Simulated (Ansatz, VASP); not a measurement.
## LiH in VASP and in Ansatz

```xyz
2
Lattice="0.0000 1.8699 2.1951 1.8699 0.0000 2.1951 1.8699 1.8699 0.0000" Properties=species:S:1:pos:R:3 pbc="T T T"
Li    0.0000    0.0000    0.0000
H     1.8699    1.8699    2.1951
```

Change from the starting cell: strain -0.080 along x and y, +0.080 along z, atoms carried along.

Alike in both runs: task single point; functional r2SCAN; k mesh 10 × 10 × 10; occupations gaussian, width 0.05 eV; no spin polarisation.

```csv
,VASP,Ansatz
version,VASP 6.6.1,Ansatz 0.2.0
potentials or method,"VASP PAW PBE potentials, release 64 (Li_sv, H), cutoff 830 eV","scalar-relativistic, plane waves, PAW"
valence electrons in the cell,4,4
```

Ansatz gave:

| Property | Result |
| --- | --- |
| gap on the k mesh at the Fermi level (eV) | 1.83 |
| least direct gap on the mesh (eV) | 3.18 |
| pressure (GPa) | 3.5 |
| traceless stress, the component that is largest in VASP (GPa) | -7.88 |

Task: Estimate VASP's values.

Result: gap on the k mesh at the Fermi level (eV): 1.79; least direct gap on the mesh (eV): 3.09; pressure (GPa): 3.3; traceless stress, the component that is largest in VASP (GPa): -8.00.

VASP's potentials were made for PBE, not for r2SCAN.
